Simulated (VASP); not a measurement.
# GaAs (F-43m) in VASP: further runs

GaAs is run at these levels: PBE-based screened hybrid with 35 % exact exchange, PBE-based screened hybrid with 50 % exact exchange, HSE06; tasks: single point.

Program: VASP 6.6.1. These are calculated values, not measurements. Logs are shortened: lines on timing, memory, paths and dates and some standing lists are left out, and cuts for length are marked.

## (1) The cell of the first run

Symmetry: F-43m, No. 216, cubic system. Conventional cell: a = 5.666 Å, b = 5.666 Å, c = 5.666 Å, α = 90.00°, β = 90.00°, γ = 90.00°. Ga (site symmetry -43m) has 4 As at 2.45 Å within 3.2 Å. Within 3.2 Å of As (site symmetry -43m) lie 4 Ga at 2.45 Å.

## (2) Single point, PBE-based screened hybrid with 35 % exact exchange

Input file POSCAR:

```
GaAs
1.0
    0.0000000000      2.8330850947      2.8330850947
    2.8330850947      0.0000000000      2.8330850947
    2.8330850947      2.8330850947      0.0000000000
Ga As
1 1
Direct
    0.0000000000      0.0000000000      0.0000000000
    0.2500000000      0.2500000000      0.2500000000
```

Input file INCAR.step1:

```
SYSTEM = GaAs
PREC = Accurate
ENCUT = 520
EDIFF = 1E-5
ISMEAR = 0
SIGMA = 0.01
LREAL = .FALSE.
LASPH = .TRUE.
NELM = 100
ALGO = Normal
ISIF = 2
LWAVE = .TRUE.
LCHARG = .FALSE.
NBANDS = 16
GGA = PE
```

Input file INCAR.step2:

```
SYSTEM = GaAs
PREC = Accurate
ENCUT = 520
EDIFF = 1E-7
ISMEAR = 0
SIGMA = 0.01
LREAL = .FALSE.
LASPH = .TRUE.
NELM = 100
ALGO = Normal
ISIF = 2
LWAVE = .FALSE.
LCHARG = .FALSE.
GGA = PE
LHFCALC = .TRUE.
AEXX = 0.35
HFSCREEN = 0.1
PRECFOCK = Normal
NBANDS = 16
ISTART = 1
```

Input file KPOINTS:

```
regular mesh
0
G
  4 4 4
  0 0 0
```

Potentials or basis: VASP PAW PBE potentials, release 64 (Ga_d, As).

Command:

```console
cat potpaw_PBE.64/Ga_d/POTCAR potpaw_PBE.64/As/POTCAR > POTCAR
cp INCAR.step1 INCAR
mpirun -np 1 vasp_std > vasp.out
cp INCAR.step2 INCAR
mpirun -np 1 vasp_std > vasp.out
```

OUTCAR:

```text
SYSTEM = GaAs
   PREC = Accurate
   ENCUT = 520
   EDIFF = 1E-7
   ISMEAR = 0
   LREAL = .FALSE.
   LASPH = .TRUE.
   NELM = 100
   ISIF = 2
   GGA = PE
   LHFCALC = .TRUE.
   AEXX = 0.35
   HFSCREEN = 0.1
   PRECFOCK = Normal
   ISTART = 1

 ion  position               nearest neighbor table
   1  0.000  0.000  0.000-   2 2.45   2 2.45   2 2.45   2 2.45
   2  0.250  0.250  0.250-   1 2.45   1 2.45   1 2.45   1 2.45

  LATTYP: Found a face centered cubic cell.
 ALAT       =     5.6661701894

  Lattice vectors:

 A1 = (   0.0000000000,   2.8330850947,   2.8330850947)
 A2 = (   2.8330850947,   0.0000000000,   2.8330850947)
 A3 = (   2.8330850947,   2.8330850947,   0.0000000000)

Analysis of symmetry for initial positions (statically):
=====================================================================
 Subroutine PRICEL returns:
 Original cell was already a primitive cell.

 Routine SETGRP: Setting up the symmetry group for a
 face centered cubic supercell.

 Subroutine GETGRP returns: Found 24 space group operations
 (whereof 24 operations were pure point group operations)
 out of a pool of 48 trial point group operations.

The static configuration has the point symmetry T_d .

Analysis of symmetry for dynamics (positions and initial velocities):
=====================================================================
 Subroutine PRICEL returns:
 Original cell was already a primitive cell.

 Routine SETGRP: Setting up the symmetry group for a
 face centered cubic supercell.

 Subroutine GETGRP returns: Found 24 space group operations
 (whereof 24 operations were pure point group operations)
 out of a pool of 48 trial point group operations.

The dynamic configuration has the point symmetry T_d .

 Subroutine INISYM returns: Found 24 space group operations
 (whereof 24 operations are pure point group operations),
 and found     1 'primitive' translations

----------------------------------------------------------------------------------------

                                     Primitive cell

  volume of cell :      45.4788

  direct lattice vectors                    reciprocal lattice vectors
     0.000000000  2.833085095  2.833085095    -0.176486051  0.176486051  0.176486051
     2.833085095  0.000000000  2.833085095     0.176486051 -0.176486051  0.176486051
     2.833085095  2.833085095  0.000000000     0.176486051  0.176486051 -0.176486051

  length of vectors
[... 73 lines left out ...]
   POTIM  = 0.5000    time-step for ionic-motion
   TEBEG  =    0.0;   TEEND  =   0.0 temperature during run
   PSTRESS=    0.0 pullay stress
   NELECT =      18.0000    total number of electrons
   NUPDOWN=      -1.0000    fix difference up-down
   EMIN   =  10.00;   EMAX   =-10.00  energy-range for DOS
   EFERMI =   0.00;   METHOD = LEGACY
   ISMEAR =     0;   SIGMA  =   0.01  broadening in eV -4-tet -1-fermi 0-gaus
   EFERMI_NEDOS =   21; number of points for ismear=-14 and -15
   IALGO  =     38    algorithm
   IMIX   =      1    mixing-type and parameters
     AMIX     =   0.40;   BMIX     =  1.00
     AMIX_MAG =   1.60;   BMIX_MAG =  1.00
  volume/ion in A,a.u.               =      22.74       153.45
  Fermi-wavevector in a.u.,A,eV,Ry     =   1.201977  2.271407 19.656990  1.444748
  Thomas-Fermi vector in A             =   2.337771
   LORBIT       =      0    0 simple, 1 ext, 2 COOP (PROOUT), +10 PAW based schemes
   GGA     = PE    functional components
   LHFCALC =     T    Hartree Fock is set to
   PRECFOCK=normal    Normal, Fast or Accurate (Low or Medium for compatibility)
   ENCUT4O =  -1.0   cutoff for four orbital integrals eV
   NKREDX  =     1    reduce k-point grid by
   NKREDY  =     1    reduce k-point grid by
   NKREDZ  =     1    reduce k-point grid by
   AEXX    =    0.3500 exact exchange contribution
   HFSCREEN=    0.1000 screening length (either q_TF or 0.3 A-1)
   HFSCREENC=   0.1000 screening length for correlation (either q_TF or 0.3 A-1)
   ENCUTFOCK=  -1.0 apply spherical cutoff to Coloumb kernel
   IVDW    =     0    specifies the selected vdW correction
   LEPSILON=     F    determine dielectric tensor
   LRPA    =     F    only Hartree local field effects (RPA)
 non-spin polarized calculation
 Gauss-broadening in eV      SIGMA  =   0.01
  energy-cutoff  :      520.00
  volume of cell :       45.48
 maximum number of plane-waves:      1243
 NGX is ok and might be reduce to    30
  NGX = 24; NGY = 24; NGZ = 24

 number of electron      17.9999990 magnetization

 Free energy of the ion-electron system (eV)
  ---------------------------------------------------
  ext. energy  EPLUGINS =         0.00000000
  ---------------------------------------------------
  free energy    TOTEN  =       -11.07013909 eV

  energy without entropy =      -11.07013909  energy(sigma->0) =      -11.07013909

 E-fermi :   3.1230     XC(G=0):  -7.0232

 val. band max:        3.0133760430   @ k =   0.0000   0.0000   0.0000
 cond. band min:       5.3120290074   @ k =   0.0000   0.0000   0.0000
 fundamental gap:      2.2986529645
 Fermi energy:         3.1229694156

 k-point     1 :       0.0000    0.0000    0.0000
  band No.  band energies     occupation
      1     -15.4536      2.00000
      2     -15.4536      2.00000
      3     -15.4536      2.00000
      4     -15.3725      2.00000
      5     -15.3725      2.00000
      6     -11.4165      2.00000
[... 129 lines left out ...]
      3     -15.4145      2.00000
      4     -15.3825      2.00000
      5     -15.3694      2.00000
      6      -8.5403      2.00000
[... 8 lines left out ...]
     15      17.4659      0.00000
     16      18.4689      0.00000

------------------------ aborting loop because EDIFF is reached ----------------------------------------

  FORCE on cell =-STRESS in cart. coord.  units (eV):
  Direction    XX          YY          ZZ          XY          YZ          ZX
  --------------------------------------------------------------------------------------
  -------------------------------------------------------------------------------------
  Total       -0.1749883     -0.1749883     -0.1749883     -0.0000000      0.0000000     -0.0000000
  in kB       -6.1646838     -6.1646838     -6.1646838     -0.0000000      0.0000000     -0.0000000
  external PRESSURE =      -6.1646838 kB  Pullay stress =       0.0000000 kB

 VOLUME and BASIS-vectors are now :
 -----------------------------------------------------------------------------
  energy-cutoff  :      520.00
  volume of cell :       45.48
      direct lattice vectors                 reciprocal lattice vectors
     0.000000000  2.833085095  2.833085095    -0.176486051  0.176486051  0.176486051
     2.833085095  0.000000000  2.833085095     0.176486051 -0.176486051  0.176486051
     2.833085095  2.833085095  0.000000000     0.176486051  0.176486051 -0.176486051

 POSITION                                       TOTAL-FORCE (eV/Angst)
 -----------------------------------------------------------------------------------
      0.00000      0.00000      0.00000         0.000000      0.000000      0.000000
      1.41654      1.41654      1.41654        -0.000000     -0.000000     -0.000000
 -----------------------------------------------------------------------------------
    total drift:                               -0.000015     -0.000034     -0.000019

  FREE ENERGIE OF THE ION-ELECTRON SYSTEM (eV)
  ---------------------------------------------------
  free  energy   TOTEN  =       -11.0701390943 eV

  energy  without entropy=      -11.0701390943  energy(sigma->0) =      -11.07013909
```

OUTCAR.step1:

```text
SYSTEM = GaAs
   PREC = Accurate
   ENCUT = 520
   EDIFF = 1E-5
   ISMEAR = 0
   LREAL = .FALSE.
   LASPH = .TRUE.
[... 355 lines left out ...]
      0.00000      0.00000      0.00000         0.000000      0.000000      0.000000
      1.41654      1.41654      1.41654        -0.000000     -0.000000     -0.000000
 -----------------------------------------------------------------------------------
    total drift:                                0.000002      0.000002      0.000002

  FREE ENERGIE OF THE ION-ELECTRON SYSTEM (eV)
  ---------------------------------------------------
  free  energy   TOTEN  =        -8.0796609785 eV

  energy  without entropy=       -8.0796609785  energy(sigma->0) =       -8.07966098
```

OSZICAR.step1:

```text
N       E                     dE             d eps       ncg     rms          rms(c)
DAV:   1     0.815985813018E+02    0.81599E+02   -0.84629E+03   256   0.149E+03
DAV:   2    -0.197545836095E+01   -0.83574E+02   -0.79717E+02   304   0.297E+02
DAV:   3    -0.815843432547E+01   -0.61830E+01   -0.61650E+01   296   0.641E+01
DAV:   4    -0.826211535699E+01   -0.10368E+00   -0.10365E+00   328   0.935E+00
DAV:   5    -0.826368268716E+01   -0.15673E-02   -0.15673E-02   296   0.101E+00    0.295E+00
DAV:   6    -0.809969256580E+01    0.16399E+00   -0.23704E-01   384   0.824E+00    0.178E+00
DAV:   7    -0.807740051996E+01    0.22292E-01   -0.75185E-02   344   0.190E+00    0.586E-01
DAV:   8    -0.807894373795E+01   -0.15432E-02   -0.12641E-02   296   0.126E+00    0.118E-01
DAV:   9    -0.807949699853E+01   -0.55326E-03   -0.11833E-03   304   0.415E-01    0.535E-02
DAV:  10    -0.807959251435E+01   -0.95516E-04   -0.95727E-05   320   0.977E-02    0.300E-02
DAV:  11    -0.807966076621E+01   -0.68252E-04   -0.94184E-05   288   0.733E-02    0.344E-03
DAV:  12    -0.807966097849E+01   -0.21229E-06   -0.14956E-06   248   0.163E-02
   1 F= -.80796610E+01 E0= -.80796610E+01  d E =-.643503E-16
```

Run time: 7.8 min. Hardware: 1 thread of Intel Xeon Platinum 8375C at 2.90GHz (Ice Lake), shared host; peak memory 0.27 GiB.

Results:

| Item | Value |
| --- | --- |
| Free energy | -11.0701 eV |
| Pressure | -0.6 GPa |
| Band gap on the k mesh | 2.30 eV |

Caveat: the k points lie up to 0.48 Å⁻¹ apart; the PAW data sets were made with another functional, which shifts forces and pressure a little.

## (3) Single point, PBE-based screened hybrid with 50 % exact exchange

POSCAR is that of step 2.

INCAR.step1, as its differences from that of step 2:

```diff
@@ -8,3 +8,3 @@
 LASPH = .TRUE.
-NELM = 100
+NELM = 60
 ALGO = Normal
@@ -12,3 +12,2 @@
 LWAVE = .TRUE.
-LCHARG = .FALSE.
 NBANDS = 16
```

Input file INCAR.step2:

```
SYSTEM = GaAs
PREC = Accurate
ENCUT = 520
EDIFF = 1E-6
ISMEAR = 0
SIGMA = 0.01
LREAL = .FALSE.
LASPH = .TRUE.
NELM = 60
ALGO = Normal
ISIF = 2
LWAVE = .FALSE.
LCHARG = .TRUE.
GGA = PE
LHFCALC = .TRUE.
AEXX = 0.5
HFSCREEN = 0.2078
PRECFOCK = Normal
LELF = .TRUE.
LVHAR = .TRUE.
NBANDS = 16
ISTART = 1
```

Input file KPOINTS:

```
Automatic mesh
0
G
  4 4 4
  0 0 0
```

Potentials or basis: VASP PAW PBE potentials, release 64 (Ga_d, As).

Command:

```console
cat potpaw_PBE.64/Ga_d/POTCAR potpaw_PBE.64/As/POTCAR > POTCAR
cp INCAR.step1 INCAR
mpirun -np 1 vasp_std > vasp.out
cp INCAR.step2 INCAR
mpirun -np 1 vasp_std > vasp.out
```

Run time: 7.5 min. Hardware: 1 thread of Intel Xeon Platinum 8375C at 2.90GHz (Ice Lake), shared host; peak memory 0.28 GiB.

The run converged. Its results:

```yaml
Free_energy: -11.5354 eV
Pressure: -1.5 GPa
Band_gap_on_the_k_mesh: 2.49 eV
```

Levels at points of the mesh, in eV from the valence-band top:
```csv
k point,band 6,band 7,band 8,band 9,band 10,band 11,band 12,band 13
"(0.00, 0.00, 0.00)",-15.04,0.00,0.00,0.00,2.49,5.46,5.46,5.46
"(0.50, 0.00, 0.00)",-12.98,-7.62,-1.28,-1.28,2.69,6.37,6.37,9.62
"(0.50, 0.50, 0.00)",-12.09,-7.79,-3.06,-3.06,2.82,3.15,12.88,12.88
```

Caveat: the k points lie up to 0.48 Å⁻¹ apart; the PAW data sets were made with another functional, which shifts forces and pressure a little. A k mesh can miss the band edges.

## (4) Single point, HSE06

POSCAR is that of step 3.

Input file INCAR.step1:

```
  ALGO = Normal
  EDIFF = 1E-5
  ENCUT = 520
  GGA = PE
  ISIF = 2
  ISMEAR = 0
  LASPH = T
  LCHARG = F
  LREAL = F
  LWAVE = T
  NBANDS = 16
  NELM = 80
  PREC = Accurate
  SIGMA = 0.01
```

Input file INCAR.step2:

```
  ALGO = Normal
  EDIFF = 1E-6
  ENCUT = 520
  GGA = PE
  HFSCREEN = 0.2079
  ISIF = 2
  ISMEAR = 0
  ISTART = 1
  LASPH = T
  LCHARG = F
  LHFCALC = T
  LREAL = F
  LWAVE = F
  NBANDS = 16
  NELM = 80
  PREC = Accurate
  PRECFOCK = Normal
  SIGMA = 0.01
```

Input file KPOINTS:

```
k-points
0
Gamma
  4 4 4
```

Command:

```console
cat potpaw_PBE.64/Ga_d/POTCAR potpaw_PBE.64/As/POTCAR > POTCAR
cp INCAR.step1 INCAR
mpirun -np 1 vasp_std > vasp.out
cp INCAR.step2 INCAR
mpirun -np 1 vasp_std > vasp.out
```

Wall time 7.4 min (1 thread of Intel Xeon Platinum 8375C at 2.90GHz (Ice Lake), shared host); peak memory 0.28 GiB.

The run converged. Its results:

- Free energy: -9.7138 eV
- Pressure: 0.8 GPa
- Band gap on the k mesh: 1.41 eV

Levels at points of the mesh, in eV from the valence-band top:
| k point | band 5 | band 6 | band 7 | band 8 | band 9 | band 10 | band 11 | band 12 | band 13 | band 14 |
| --- | --- | --- | --- | --- | --- | --- | --- | --- | --- | --- |
| (0.00, 0.00, 0.00) | -17.30 | -13.88 | 0.00 | 0.00 | 0.00 | 1.41 | 4.55 | 4.55 | 4.55 | 8.58 |
| (0.50, 0.00, 0.00) | -17.30 | -11.98 | -7.15 | -1.22 | -1.22 | 1.78 | 5.46 | 5.46 | 8.66 | 11.56 |
| (0.50, 0.50, 0.00) | -17.29 | -11.17 | -7.33 | -2.87 | -2.87 | 2.10 | 2.36 | 11.47 | 11.47 | 12.21 |

Caveat: the k points lie up to 0.48 Å⁻¹ apart; the PAW data sets were made with another functional, which shifts forces and pressure a little.

## (5) Summary

| level | share of exact exchange | screening parameter | gap on the mesh (eV) | pressure (GPa) |
| --- | --- | --- | --- | --- |
| PBE-based screened hybrid with 35 % exact exchange | 0.35 | 0.1 1/Å | 2.30 | -0.6 |
| PBE-based screened hybrid with 50 % exact exchange | 0.5 | 0.2078 1/Å | 2.49 | -1.5 |
| HSE06 | 0.25 | 0.2079 1/Å | 1.41 | 0.8 |

Alike in all rows: task single point; potentials or basis VASP PAW PBE potentials, release 64 (Ga_d, As); no spin polarisation; cell as given; k mesh 4 × 4 × 4; cutoff (eV) 520; smearing gaussian 0.01 eV.

Caveats: all runs use coarse meshes; the PAW data sets were made with another functional, which shifts forces and pressure a little.

Absolute energies hang on the potentials; compare differences alone.
